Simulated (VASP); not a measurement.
# Ge (Fd-3m) in VASP: single point with LDA

Aim: the single point of Ge with LDA.

All numbers are computed with VASP 6.6.1; they aren't measurements. Logs are shortened: lines on timing, memory, paths and dates and some standing lists are left out, and cuts for length are marked.

## Step 1: The cell of the first run

It takes space group Fd-3m (No. 227, cubic). The conventional cell has a = 5.205 Å, b = 5.205 Å, c = 5.205 Å, α = 90.00°, β = 90.00°, γ = 90.00°. Within 3.0 Å of Ge (site symmetry -43m) lie 4 Ge at 2.25 Å.

## Step 2: Single point, LDA (strain -0.080 along x and y, -0.080 along z)

The input, INCAR:

```
ALGO = Normal ; EDIFF = 1E-7
ENCUT = 520 ; ISIF = 2
ISMEAR = 0 ; LASPH = True
LCHARG = True ; LELF = True
LREAL = False ; LVHAR = True
LWAVE = False ; NBANDS = 21
NELM = 60 ; PREC = Accurate
SIGMA = 0.15
```

The input, KPOINTS:

```
k-points
0
Gamma
  14 14 14
```

The input, POSCAR:

```
Ge
1.0
    0.0000000000      2.6024684000      2.6024684000
    2.6024684000      0.0000000000      2.6024684000
    2.6024684000      2.6024684000      0.0000000000
Ge
2
Direct
    0.5000000000      0.5000000000      0.5000000000
    0.7500000000      0.7500000000      0.7500000000
```

Potentials or basis: VASP PAW LDA potentials, release 64 (Ge_d).

Started as:

```console
$ cat potpaw_LDA.64/Ge_d/POTCAR > POTCAR
$ mpirun -np 1 vasp_std > vasp.out
```

OUTCAR:

```text
EDIFF = 1E-7
   ENCUT = 520
   ISIF = 2
   ISMEAR = 0
   LASPH = True
   LREAL = False
   NELM = 60
   PREC = Accurate

 ion  position               nearest neighbor table
   1  0.500  0.500  0.500-   2 2.25   2 2.25   2 2.25   2 2.25
   2  0.750  0.750  0.750-   1 2.25   1 2.25   1 2.25   1 2.25

  LATTYP: Found a face centered cubic cell.
 ALAT       =     5.2049368000

  Lattice vectors:

 A1 = (   0.0000000000,   2.6024684000,   2.6024684000)
 A2 = (   2.6024684000,   0.0000000000,   2.6024684000)
 A3 = (   2.6024684000,   2.6024684000,   0.0000000000)

Analysis of symmetry for initial positions (statically):
=====================================================================
 Subroutine PRICEL returns:
 Original cell was already a primitive cell.

 Routine SETGRP: Setting up the symmetry group for a
 face centered cubic supercell.

 Subroutine GETGRP returns: Found 48 space group operations
 (whereof 24 operations were pure point group operations)
 out of a pool of 48 trial point group operations.

The static configuration has the point symmetry T_d .
 The point group associated with its full space group is O_h .

Analysis of symmetry for dynamics (positions and initial velocities):
=====================================================================
 Subroutine PRICEL returns:
 Original cell was already a primitive cell.

 Routine SETGRP: Setting up the symmetry group for a
 face centered cubic supercell.

 Subroutine GETGRP returns: Found 48 space group operations
 (whereof 24 operations were pure point group operations)
 out of a pool of 48 trial point group operations.

The dynamic configuration has the point symmetry T_d .
 The point group associated with its full space group is O_h .

 Subroutine INISYM returns: Found 48 space group operations
 (whereof 24 operations are pure point group operations),
 and found     1 'primitive' translations

----------------------------------------------------------------------------------------

                                     Primitive cell

  volume of cell :      35.2522

  direct lattice vectors                    reciprocal lattice vectors
     0.000000000  2.602468400  2.602468400    -0.192125292  0.192125292  0.192125292
     2.602468400  0.000000000  2.602468400     0.192125292 -0.192125292  0.192125292
     2.602468400  2.602468400  0.000000000     0.192125292  0.192125292 -0.192125292

  length of vectors
     3.680446107  3.680446107  3.680446107     0.332770766  0.332770766  0.332770766

  position of ions in fractional coordinates (direct lattice)
     0.500000000  0.500000000  0.500000000
     0.750000000  0.750000000  0.750000000

  ion indices of the primitive-cell ions
   primitive index   ion index
                 1           1
                 2           2

----------------------------------------------------------------------------------------

 KPOINTS: k-points

Automatic generation of k-mesh.
 Grid dimensions read from file:
 generate k-points for:   14   14   14

 Generating k-lattice:

  Cartesian coordinates                     Fractional coordinates (reciprocal lattice)
    -0.013723235  0.013723235  0.013723235     0.071428571  0.000000000  0.000000000
     0.013723235 -0.013723235  0.013723235     0.000000000  0.071428571  0.000000000
     0.013723235  0.013723235 -0.013723235     0.000000000  0.000000000  0.071428571

  Length of vectors
     0.023769340  0.023769340  0.023769340

  Shift w.r.t. Gamma in fractional coordinates (k-lattice)
     0.000000000  0.000000000  0.000000000

 Subroutine IBZKPT returns following result:
 ===========================================

 Found    104 irreducible k-points:

 Following reciprocal coordinates:
            Coordinates               Weight
  0.000000  0.000000  0.000000      1.000000
  0.071429  0.000000  0.000000      8.000000
  0.142857  0.000000  0.000000      8.000000
  0.214286  0.000000  0.000000      8.000000
  0.285714  0.000000  0.000000      8.000000
  0.357143  0.000000  0.000000      8.000000
[... 16 lines left out ...]
  0.214286  0.142857  0.000000     24.000000
  0.285714  0.142857  0.000000     24.000000
 [... further k-points ...]
   k-points           NKPTS =    104   k-points in BZ     NKDIM =    104   number of bands    NBANDS=     21
   number of dos      NEDOS =    301   number of ions     NIONS =      2
   total plane-waves  NPLWV =  21952
   dimension x,y,z NGX =    28 NGY =   28 NGZ =   28
   dimension x,y,z NGXF=    56 NGYF=   56 NGZF=   56
   ions per type =               2
   NGX,Y,Z   is equivalent  to a cutoff of  12.65, 12.65, 12.65 a.u.
   NGXF,Y,Z  is equivalent  to a cutoff of  25.30, 25.30, 25.30 a.u.
 SYSTEM =  unknown system
   PREC   = accura    normal or accurate (medium, high low for compatibility)
   ISTART =      0    job   : 0-new  1-cont  2-samecut
   ICHARG =      2    charge: 1-file 2-atom 10-const
   ISPIN  =      1    spin polarized calculation?
   LNONCOLLINEAR =      F non collinear calculations
   LSORBIT =      F    spin-orbit coupling
   LASPH  =      T    aspherical Exc in radial PAW
   ENCUT  =  520.0 eV  38.22 Ry    6.18 a.u.   6.84  6.84  6.84*2*pi/ulx,y,z
   NELM   =     60;   NELMIN=  2; NELMDL= -5     # of ELM steps
   EDIFF  = 0.1E-06   stopping-criterion for ELM
   LREAL  =      F    real-space projection
   EDIFFG = 0.1E-05   stopping-criterion for IOM
   NSW    =      0    number of steps for IOM
   IBRION =     -1    ionic relax: 0-MD 1-quasi-New 2-CG
   NFREE  =      0    steps in history (QN), initial steepest desc. (CG)
   ISIF   =      2    stress and relaxation
   ISYM   =      2    0-nonsym 1-usesym 2-fastsym
   POTIM  = 0.5000    time-step for ionic-motion
   TEBEG  =    0.0;   TEEND  =   0.0 temperature during run
   PSTRESS=    0.0 pullay stress
   NELECT =      28.0000    total number of electrons
   NUPDOWN=      -1.0000    fix difference up-down
   EMIN   =  10.00;   EMAX   =-10.00  energy-range for DOS
   EFERMI =   0.00;   METHOD = LEGACY
   ISMEAR =     0;   SIGMA  =   0.15  broadening in eV -4-tet -1-fermi 0-gaus
   EFERMI_NEDOS =   21; number of points for ismear=-14 and -15
   IALGO  =     38    algorithm
   IMIX   =      4    mixing-type and parameters
     AMIX     =   0.40;   BMIX     =  1.00
     AMIX_MAG =   1.60;   BMIX_MAG =  1.00
  volume/ion in A,a.u.               =      17.63       118.95
  Fermi-wavevector in a.u.,A,eV,Ry     =   1.516115  2.865041 31.274401  2.298604
  Thomas-Fermi vector in A             =   2.625548
   LORBIT       =      0    0 simple, 1 ext, 2 COOP (PROOUT), +10 PAW based schemes
   GGA     = CA    functional components
   LHFCALC =     F    Hartree Fock is set to
   AEXX    =    0.0000 exact exchange contribution
   IVDW    =     0    specifies the selected vdW correction
   LEPSILON=     F    determine dielectric tensor
   LRPA    =     F    only Hartree local field effects (RPA)
 non-spin polarized calculation
 Gauss-broadening in eV      SIGMA  =   0.15
  energy-cutoff  :      520.00
  volume of cell :       35.25
 maximum number of plane-waves:       966
   NGX = 13   NGY = 13   NGZ = 13

 number of electron      28.0000018 magnetization

 Free energy of the ion-electron system (eV)
  ---------------------------------------------------
  ext. energy  EPLUGINS =         0.00000000
  ---------------------------------------------------
  free energy    TOTEN  =        -9.71435578 eV

  energy without entropy =       -9.71372721  energy(sigma->0) =       -9.71404149

 E-fermi :   7.5380     XC(G=0): -11.5283

 val. band max:        7.5313213431   @ k =   0.0000   0.0000   0.0000
 cond. band min:       7.5911885096   @ k =   0.4286   0.4286   0.0000
 fundamental gap:      0.0598671665
 Fermi energy:         7.5380407085

 k-point     1 :       0.0000    0.0000    0.0000
  band No.  band energies     occupation
      1     -17.9754      2.00000
      2     -17.9754      2.00000
      3     -17.9754      2.00000
      4     -17.9152      2.00000
      5     -17.9152      2.00000
      6     -17.5233      2.00000
[... 13 lines left out ...]
     20      17.7849      0.00000
     21      17.7849      0.00000

 k-point     2 :       0.0714    0.0000    0.0000
  band No.  band energies     occupation
      1     -17.9823      2.00000
      2     -17.9823      2.00000
      3     -17.9740      2.00000
      4     -17.9059      2.00000
      5     -17.9059      2.00000
      6     -17.5292      2.00000
[... 13 lines left out ...]
     20      17.0646      0.00000
     21      17.0646      0.00000

 k-point     3 :       0.1429    0.0000    0.0000
  band No.  band energies     occupation
      1     -17.9949      2.00000
      2     -17.9949      2.00000
      3     -17.9699      2.00000
      4     -17.8868      2.00000
      5     -17.8868      2.00000
      6     -17.5415      2.00000
[... 13 lines left out ...]
     20      16.3488      0.00000
     21      16.3488      0.00000

 k-point     4 :       0.2143    0.0000    0.0000
  band No.  band energies     occupation
      1     -18.0058      2.00000
      2     -18.0058      2.00000
      3     -17.9640      2.00000
      4     -17.8673      2.00000
      5     -17.8673      2.00000
      6     -17.5538      2.00000
[... 13 lines left out ...]
     20      16.1221      0.00000
     21      16.1221      0.00000

 k-point     5 :       0.2857    0.0000    0.0000
  band No.  band energies     occupation
      1     -18.0129      2.00000
      2     -18.0129      2.00000
      3     -17.9575      2.00000
      4     -17.8521      2.00000
      5     -17.8521      2.00000
      6     -17.5624      2.00000
[... 13 lines left out ...]
     20      16.5421      0.00000
     21      16.5421      0.00000
[... 382 lines left out ...]
     20      16.1324      0.00000
     21      16.8184      0.00000

 k-point    22 :       0.1429    0.1429    0.0000
  band No.  band energies     occupation
      1     -17.9970      2.00000
      2     -17.9877      2.00000
      3     -17.9877      2.00000
      4     -17.8921      2.00000
      5     -17.8558      2.00000
      6     -17.5976      2.00000
[... 13 lines left out ...]
     20      16.2462      0.00000
     21      18.1791      0.00000

 k-point    23 :       0.2143    0.1429    0.0000
  band No.  band energies     occupation
      1     -18.0093      2.00000
      2     -17.9953      2.00000
      3     -17.9825      2.00000
      4     -17.8771      2.00000
      5     -17.8326      2.00000
      6     -17.6227      2.00000
[... 13 lines left out ...]
     20      17.1607      0.00000
     21      17.9914      0.00000

 k-point    24 :       0.2857    0.1429    0.0000
  band No.  band energies     occupation
      1     -18.0237      2.00000
      2     -18.0038      2.00000
      3     -17.9689      2.00000
      4     -17.8594      2.00000
      5     -17.8123      2.00000
      6     -17.6413      2.00000
[... 13 lines left out ...]
     20      17.6088      0.00000
     21      18.0593      0.00000

 [... further k-points ...]

------------------------ aborting loop because EDIFF is reached ----------------------------------------

  FORCE on cell =-STRESS in cart. coord.  units (eV):
  Direction    XX          YY          ZZ          XY          YZ          ZX
  --------------------------------------------------------------------------------------
  -------------------------------------------------------------------------------------
  Total        6.3940987      6.3940987      6.3940987      0.0000000      0.0000000     -0.0000000
  in kB      290.6052996    290.6052996    290.6052996      0.0000000      0.0000000     -0.0000000
  external PRESSURE =     290.6052996 kB  Pullay stress =       0.0000000 kB

 VOLUME and BASIS-vectors are now :
 -----------------------------------------------------------------------------
  energy-cutoff  :      520.00
  volume of cell :       35.25
      direct lattice vectors                 reciprocal lattice vectors
     0.000000000  2.602468400  2.602468400    -0.192125292  0.192125292  0.192125292
     2.602468400  0.000000000  2.602468400     0.192125292 -0.192125292  0.192125292
     2.602468400  2.602468400  0.000000000     0.192125292  0.192125292 -0.192125292

 POSITION                                       TOTAL-FORCE (eV/Angst)
 -----------------------------------------------------------------------------------
      2.60247      2.60247      2.60247         0.000000      0.000000      0.000000
      3.90370      3.90370      3.90370        -0.000000     -0.000000     -0.000000
 -----------------------------------------------------------------------------------
    total drift:                                0.000000      0.000000      0.000000

  FREE ENERGIE OF THE ION-ELECTRON SYSTEM (eV)
  ---------------------------------------------------
  free  energy   TOTEN  =        -9.7143557792 eV

  energy  without entropy=       -9.7137272055  energy(sigma->0) =       -9.71404149
```

It took 54 s on 1 thread of Intel Xeon 6975P-C (Granite Rapids), shared host; peak memory 0.17 GiB.

What came out:

| Item | Value |
| --- | --- |
| Free energy | -9.7144 eV |
| Pressure | 29.1 GPa |
| Band gap on the k mesh | 0.06 eV, indirect (least direct gap 2.33 eV) |

Levels at points of the mesh, in eV from the valence-band top:
| k point | band 12 | band 13 | band 14 | band 15 | band 16 | band 17 |
| --- | --- | --- | --- | --- | --- | --- |
| (0.00, 0.00, 0.00) | 0.00 | 0.00 | 0.00 | 2.33 | 2.58 | 2.58 |
| (0.50, 0.00, 0.00) | -9.10 | -1.85 | -1.85 | 0.95 | 3.77 | 3.77 |
| (0.50, 0.50, 0.00) | -10.06 | -4.09 | -4.09 | 0.24 | 0.24 | 11.62 |

Caveat: the cell differs from its parent crystal (strain -0.080 along x and y, -0.080 along z). A k mesh can miss the band edges.
